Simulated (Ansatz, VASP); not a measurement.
# Two plane-wave programs on Cs

The input INCAR:

```
SYSTEM = Cs
PREC = Accurate ; ENCUT = 520
EDIFF = 1E-6 ; ISMEAR = -1
SIGMA = 0.1 ; LREAL = .False.
LASPH = .True. ; NELM = 100
ALGO = Normal ; ISIF = 2
LWAVE = .False. ; LCHARG = .False.
GGA = RP ; NBANDS = 16
```

KPOINTS

```
regular mesh
0
Gamma
  5 5 5
  0 0 0
```

File POSCAR:

```
Cs
1.0
    0.0000000000      6.1043196227      6.1043196227
    6.1043196227      0.0000000000      6.1043196227
    6.1043196227      6.1043196227      0.0000000000
Cs
2
Direct
    0.1250000000      0.1250000000      0.1250000000
    0.8750000000      0.8750000000      0.8750000000
```

Input for Ansatz:

```yaml
crystal:
  lattice:
    - [0.0, 6.1043196227, 6.1043196227]
    - [6.1043196227, 0.0, 6.1043196227]
    - [6.1043196227, 6.1043196227, 0.0]
  atoms:
    - { symbol: Cs, position: [0.125, 0.125, 0.125] }
    - { symbol: Cs, position: [0.875, 0.875, 0.875] }
hamiltonian:
  xc: rpbe
  pseudopotentials:
    kind: paw
    azcp:
      Cs: "pseudopotentials/Cs.paw.azcp"
basis:
  ecutwfc: 420
  fft_grid_basis: typed
kpoints:
  mp_grid: { grid: [5, 5, 5], shift: [0, 0, 0] }
magnetization:
  spin_polarized: false
scf:
  occupations: { method: fermi_dirac, width: 0.1 }
  lower_state_search: "off"
output:
  stress: true
```

Alike in both runs: task single point; functional RPBE; k mesh 5 × 5 × 5; occupations fermi-dirac, width 0.1 eV; no spin polarisation.

|  | VASP | Ansatz |
| --- | --- | --- |
| version | VASP 6.6.1 | Ansatz 0.2.0 |
| potentials or method | VASP PAW PBE potentials, release 64 (Cs_sv), cutoff 520 eV | plane waves (420 eV) with PAW, scalar-relativistic |
| valence electrons in the cell | 18 | 18 |

|  | VASP | Ansatz | Ansatz less VASP |
| --- | --- | --- | --- |
| pressure (GPa) | 0.0 | 0.0 | 0.00 |

VASP's potentials were made for PBE, not for RPBE. With one functional, cell and mesh, what is left measures potentials, basis and numerics.

Spin-orbit coupling is off throughout.
